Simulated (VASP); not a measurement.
A run of VASP 6.6.1 is set up as follows.

File INCAR:

```
  ALGO = Normal
  EDIFF = 1E-7
  ENCUT = 520
  GGA = PS
  ISIF = 2
  ISMEAR = 0
  LASPH = True
  LCHARG = False
  LREAL = False
  LWAVE = False
  NBANDS = 16
  NELM = 100
  PREC = Accurate
  SIGMA = 0.05
```

File KPOINTS:

```
k-points
0
Gamma
  8 8 8
```

POSCAR

```
ZnS
1.0
    0.0000000000      2.6420352368      2.6420352368
    2.6420352368      0.0000000000      2.6420352368
    2.6420352368      2.6420352368      0.0000000000
Zn S
1 1
Direct
    0.2500000000      0.2500000000      0.2500000000
    0.0000000000      0.0000000000      0.0000000000
```

Potentials or basis: VASP PAW PBE potentials, release 64 (Zn, S).

Command:

```bash
$ cat potpaw_PBE.64/Zn/POTCAR potpaw_PBE.64/S/POTCAR > POTCAR
$ mpirun -np 1 vasp_std > vasp.out
```

Q: What does it give for the pressure?

A: 3.8 GPa.

Q: Estimate the band gap on the k mesh.

A: 2.27 eV, direct.

Caveat: the PAW data sets were made with another functional, which shifts forces and pressure a little.
